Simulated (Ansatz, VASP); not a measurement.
**One calculation of Hf3S5, two programs**

```
Hf S
1.0
     6.97934    0.00000    0.00000
     0.00000    6.97934    0.00000
     0.00000    0.00000    4.87521
Hf S
3 5
Direct
  0.00000 0.00000 0.74628
  0.00000 0.00000 0.25372
  0.50000 0.50000 0.00000
  0.50000 0.50000 0.50000
  0.15012 0.50000 0.50000
  0.84988 0.50000 0.50000
  0.50000 0.84988 0.50000
  0.50000 0.15012 0.50000
```

Alike in both runs: functional PBE; k mesh 3 × 3 × 3; occupations gaussian, width 0.2 eV; no spin polarisation.

Ansatz relaxed the structure, and its values are those at the end. VASP's run is a single point on that final structure, the one shown.

```csv
,VASP,Ansatz
version,VASP 6.6.1,Ansatz 0.2.0
potentials or method,"VASP PAW PBE potentials, release 64 (Hf_pv, S), cutoff 520 eV","scalar-relativistic, plane waves, PAW"
valence electrons in the cell,60,108
```

Ansatz gave:

* gap on the k mesh at the Fermi level (eV): none
* pressure (GPa): 0.2
* rms of the force components (eV/Å): 0.020

Task: Which values does VASP return?

Result: gap on the k mesh at the Fermi level (eV): none; pressure (GPa): -0.1; rms of the force components (eV/Å): 0.050.

A gap of «none» marks a metal or a gap that the smearing closes. The functional is the same, so the differences come from potentials, cutoffs and numerics. VASP's potentials hold 60 valence electrons a cell and Ansatz's 108, so a difference there can come from the potentials and not from the codes.

The k mesh is coarse, so the values compare programs but aren't converged. Spin-orbit coupling is off throughout.
